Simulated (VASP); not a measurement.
Runs of VASP 6.6.1 on Si4Ru. The structure is that of space group P4/mmm (No. 123), or close to it. The cells are those of the table. 

| task | spin | cell | k mesh | cutoff (eV) | gap on the mesh (eV) | pressure (GPa) | largest force (eV/Å) |
| --- | --- | --- | --- | --- | --- | --- | --- |
| single point | off | a = 5.294, b = 5.294, c = 2.788 Å, 5 atoms | 4 × 4 × 6 | 520 | none | -0.2 | 0.03 |
| single point | off | a = 5.293, b = 5.293, c = 2.788 Å, 5 atoms | 8 × 8 × 14 | 520 | none | 0.0 | (a) |
| single point | collinear, ferromagnetic start | a = 5.294, b = 5.294, c = 2.788 Å, 5 atoms | 4 × 4 × 6 | 520 | none | -0.2 | 0.03 |
| relaxation of cell and atoms | off | relaxed from a = 5.294, b = 5.294, c = 2.788 Å, 5 atoms | 4 × 4 × 6 | 600 | none | -0.2 | 0.03 |

Alike in all rows: level PBE; potentials or basis VASP PAW PBE potentials, release 64 (Si, Ru_pv); smearing gaussian 0.1 eV.

Problem. Fill in the values left out.

Solution. (a) 0.01.

Caveats: some runs use coarse meshes; the relaxation stopped at its first step, so nothing moved (some runs).

A k mesh can miss the band edges, and the runs leave out spin-orbit coupling on Ru.

A gap of «none» marks levels without a gap at the run's occupations.
